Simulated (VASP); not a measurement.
# MoS2 (P6_3/mmc) in VASP: electric field gradients with PBE+D3(BJ)

Aim: the electric field gradients of MoS2 with PBE+D3(BJ).

Program: VASP 6.6.1. These are calculated values, not measurements. Logs are shortened: lines on timing, memory, paths and dates and some standing lists are left out, and cuts for length are marked.

**Experimental background.**

“Multiwavelength excitation Raman Scattering Analysis of bulk and 2 dimensional MoS2: Vibrational properties of atomically thin MoS2 layers”, 2015, arxiv:1506.03228 reports, for a bulk crystal of MoS2 at 300 K: band gap 1.3 eV (indirect).

The results are compared with them further down.

## (1) The cell of the first run

The structure is hexagonal, space group P6_3/mmc (No. 194). The conventional cell has a = 3.149 Å, b = 3.149 Å, c = 12.088 Å, α = 90.00°, β = 90.00°, γ = 120.00°. Within 3.2 Å of Mo (site symmetry -6m2) lie 6 S at 2.40 Å and 6 Mo at 3.15 Å. S (site symmetry 3m) has 3 Mo at 2.40 Å and 7 S at 3.13 to 3.15 Å within 3.2 Å.

## (2) Electric field gradients, PBE+D3(BJ)

Input file INCAR:

```
PREC = Accurate
ENCUT = 520
EDIFF = 1E-8
ISMEAR = 0
SIGMA = 0.01
LREAL = F
LASPH = T
NELM = 100
ALGO = Normal
ISIF = 2
LWAVE = F
LCHARG = F
GGA = PE
IVDW = 12
LEFG = T
NBANDS = 35
```

Input file KPOINTS:

```
Automatic mesh
0
Gamma
  12 12 4
```

Input file POSCAR:

```
MoS2
1.0
    3.1493701778      0.0000000000      0.0000000000
   -1.5746850889      2.7274345799      0.0000000000
    0.0000000000      0.0000000000     12.0879183589
Mo S
2 4
Direct
    0.3333333333      0.6666666667      0.2500000000
    0.6666666667      0.3333333333      0.7500000000
    0.3333333333      0.6666666667      0.6204631632
    0.6666666667      0.3333333333      0.1204631632
    0.3333333333      0.6666666667      0.8795368368
    0.6666666667      0.3333333333      0.3795368368
```

Potentials or basis: VASP PAW PBE potentials, release 64 (Mo_sv, S).

Run with:

```
cat potpaw_PBE.64/Mo_sv/POTCAR potpaw_PBE.64/S/POTCAR > POTCAR
mpirun -np 1 vasp_std > vasp.out
```

OUTCAR:

```text
PREC = Accurate
   ENCUT = 520
   EDIFF = 1E-8
   ISMEAR = 0
   LREAL = F
   LASPH = T
   NELM = 100
   ISIF = 2
   GGA = PE
   IVDW = 12
 IVDW          = 12

 ion  position               nearest neighbor table
   1  0.333  0.667  0.250-   4 2.40   6 2.40   4 2.40   6 2.40   4 2.40   6 2.40
   2  0.667  0.333  0.750-   3 2.40   5 2.40   3 2.40   5 2.40   3 2.40   5 2.40
   3  0.333  0.667  0.620-   2 2.40   2 2.40   2 2.40
   4  0.667  0.333  0.120-   1 2.40   1 2.40   1 2.40
   5  0.333  0.667  0.880-   2 2.40   2 2.40   2 2.40
   6  0.667  0.333  0.380-   1 2.40   1 2.40   1 2.40

  LATTYP: Found a hexagonal cell.
 ALAT       =     3.1493701778
 C/A-ratio  =     3.8382018234

  Lattice vectors:

 A1 = (   3.1493701778,   0.0000000000,   0.0000000000)
 A2 = (  -1.5746850889,   2.7274345799,   0.0000000000)
 A3 = (   0.0000000000,   0.0000000000,  12.0879183589)

Analysis of symmetry for initial positions (statically):
=====================================================================
 Subroutine PRICEL returns:
 Original cell was already a primitive cell.

 Routine SETGRP: Setting up the symmetry group for a
 hexagonal supercell.

 Subroutine GETGRP returns: Found 24 space group operations
 (whereof 12 operations were pure point group operations)
 out of a pool of 24 trial point group operations.

The static configuration has the point symmetry D_3d.
 The point group associated with its full space group is D_6h.

Analysis of symmetry for dynamics (positions and initial velocities):
=====================================================================
 Subroutine PRICEL returns:
 Original cell was already a primitive cell.

 Routine SETGRP: Setting up the symmetry group for a
 hexagonal supercell.

 Subroutine GETGRP returns: Found 24 space group operations
 (whereof 12 operations were pure point group operations)
 out of a pool of 24 trial point group operations.

The dynamic configuration has the point symmetry D_3d.
 The point group associated with its full space group is D_6h.

[... 158 lines left out ...]
 cond. band min:       8.7486155355   @ k =   0.1667   0.1667   0.0000
 fundamental gap:      0.7991184256
 Fermi energy:         8.0424393574

 k-point     1 :       0.0000    0.0000    0.0000
  band No.  band energies     occupation
      1     -53.5895      2.00000
      2     -53.5895      2.00000
      3     -27.7532      2.00000
      4     -27.7531      2.00000
      5     -27.5118      2.00000
      6     -27.5118      2.00000
[... 901 lines left out ...]
     34      11.5375      0.00000
     35      14.5182      0.00000

 [... further k-points ...]

------------------------ aborting loop because EDIFF is reached ----------------------------------------

 Edisp (eV)   -2.62547

 E8    (eV) :    -1.0586

  FORCE on cell =-STRESS in cart. coord.  units (eV):
  Direction    XX          YY          ZZ          XY          YZ          ZX
  --------------------------------------------------------------------------------------
  -------------------------------------------------------------------------------------
  Total      -0.07967    -0.07967    -0.11162     0.00000    -0.00000     0.00000
  in kB      -1.22935    -1.22935    -1.72228     0.00000    -0.00000     0.00000
  external pressure =       -1.39 kB  Pullay stress =        0.00 kB

 VOLUME and BASIS-vectors are now :
 -----------------------------------------------------------------------------
  energy-cutoff  :      520.00
  volume of cell :      103.83
      direct lattice vectors                 reciprocal lattice vectors
     3.149370178  0.000000000  0.000000000     0.317523804  0.183322454  0.000000000
    -1.574685089  2.727434580  0.000000000     0.000000000  0.366644908  0.000000000
     0.000000000  0.000000000 12.087918359     0.000000000  0.000000000  0.082727230

 POSITION                                       TOTAL-FORCE (eV/Angst)
 -----------------------------------------------------------------------------------
     -0.00000      1.81829      3.02198        -0.000000      0.000000      0.000000
      1.57469      0.90914      9.06594         0.000000     -0.000000      0.000000
     -0.00000      1.81829      7.50011        -0.000000      0.000000      0.014226
      1.57469      0.90914      1.45615         0.000000     -0.000000      0.014226
     -0.00000      1.81829     10.63177        -0.000000      0.000000     -0.014226
      1.57469      0.90914      4.58781         0.000000     -0.000000     -0.014226
 -----------------------------------------------------------------------------------
    total drift:                                0.000000     -0.000000      0.000000

  FREE ENERGIE OF THE ION-ELECTRON SYSTEM (eV)
  ---------------------------------------------------
  free  energy   TOTEN  =       -46.1703751476 eV

  energy  without entropy=      -46.1703751476  energy(sigma->0) =      -46.17037515

 Electric field gradients (V/A^2)
---------------------------------------------------------------------
 ion       V_xx      V_yy      V_zz      V_xy      V_xz      V_yz
---------------------------------------------------------------------
   1      39.206    39.205   -78.411    -0.001    -0.000     0.000
   2      39.206    39.205   -78.411    -0.001     0.000    -0.000
   3      25.248    25.249   -50.497     0.000    -0.000     0.000
   4      25.248    25.249   -50.497     0.000     0.000    -0.000
   5      25.248    25.249   -50.497     0.000     0.000    -0.000
   6      25.248    25.249   -50.497     0.000    -0.000     0.000
---------------------------------------------------------------------

 Electric field gradients after diagonalization (V/A^2)
 (convention: |V_zz| > |V_xx| > |V_yy|)
----------------------------------------------------------------------
 ion       V_xx      V_yy      V_zz     asymmetry (V_yy - V_xx)/ V_zz
----------------------------------------------------------------------
   1      39.206    39.205   -78.411       0.000
   2      39.206    39.205   -78.411       0.000
   3      25.249    25.248   -50.497       0.000
   4      25.249    25.248   -50.497       0.000
   5      25.249    25.248   -50.497       0.000
   6      25.249    25.248   -50.497       0.000
----------------------------------------------------------------------

           NMR quadrupolar parameters

 Cq : quadrupolar parameter    Cq=e*Q*V_zz/h
 eta: asymmetry parameters     (V_yy - V_xx)/ V_zz
 Q  : nuclear electric quadrupole moment in mb (millibarn)
----------------------------------------------------------------------
 ion       Cq(MHz)       eta       Q (mb)
----------------------------------------------------------------------
   1      -0.190       0.000       1.000
   2      -0.190       0.000       1.000
   3      -0.122       0.000       1.000
   4      -0.122       0.000       1.000
   5      -0.122       0.000       1.000
   6      -0.122       0.000       1.000
----------------------------------------------------------------------
```

OSZICAR:

```text
N       E                     dE             d eps       ncg     rms          rms(c)
DAV:   1     0.451238300787E+03    0.45124E+03   -0.29415E+04  4350   0.142E+03
DAV:   2    -0.234302105378E+02   -0.47467E+03   -0.45942E+03  4809   0.373E+02
DAV:   3    -0.459709802116E+02   -0.22541E+02   -0.22141E+02  4770   0.750E+01
DAV:   4    -0.464176734564E+02   -0.44669E+00   -0.44536E+00  4718   0.107E+01
[... 10 lines left out ...]
DAV:  15    -0.435449023480E+02   -0.51925E-06   -0.81490E-07  4476   0.412E-03    0.102E-02
DAV:  16    -0.435449022695E+02    0.78508E-07   -0.79653E-07  4708   0.562E-03    0.324E-03
DAV:  17    -0.435449022468E+02    0.22700E-07   -0.52917E-08  3944   0.151E-03    0.134E-03
DAV:  18    -0.435449022358E+02    0.10962E-07   -0.29136E-09  2441   0.280E-04    0.869E-04
DAV:  19    -0.435449022272E+02    0.86520E-08   -0.14720E-09  2353   0.171E-04
   1 F= -.46170375E+02 E0= -.46170375E+02  d E =-.298889E-42
```

Wall time 4.6 min (1 thread of Intel Xeon 8259CL, shared host); peak memory 0.33 GiB.

Results:

```yaml
Free_energy: -46.1704 eV
Pressure: -0.1 GPa
Largest_force: 0.014 eV/Å
Band_gap_on_the_k_mesh: 0.80 eV, indirect (least direct gap 1.70 eV)
Dispersion_energy_per_atom: -0.438 eV
```

Forces in eV/Å, atoms in the order of the input:
```
Mo   0.000  0.000  0.000
Mo   0.000  0.000  0.000
S    0.000  0.000  0.014
S    0.000  0.000  0.014
S    0.000  0.000 -0.014
S    0.000  0.000 -0.014
```

Electric field gradients, principal values (V/Å²):
```
atom   least  middle  greatest (by size)
1 Mo  39.205  39.206             -78.411
2 Mo  39.205  39.206             -78.411
 3 S  25.248  25.249             -50.497
 4 S  25.248  25.249             -50.497
 5 S  25.248  25.249             -50.497
 6 S  25.248  25.249             -50.497
```

Caveat: without QUAD_EFG the Cq values of the log hold for a quadrupole moment of 1 mb, not for the nuclei.

## (3) How close it comes

Step 2. Against the measured gap of MoS2, 1.3 eV (indirect; 300 K; “Multiwavelength excitation Raman Scattering Analysis of bulk and 2 dimensional MoS2: Vibrational properties of atomically thin MoS2 layers”, 2015, arxiv:1506.03228), the calculated 0.80 eV is off by -0.50 eV. Spin-orbit coupling on Mo is left out. The value is that of PBE+D3(BJ) on a finite k mesh, which can miss the band edges, without temperature or zero-point motion. Semilocal functionals fall short of measured gaps as a rule.
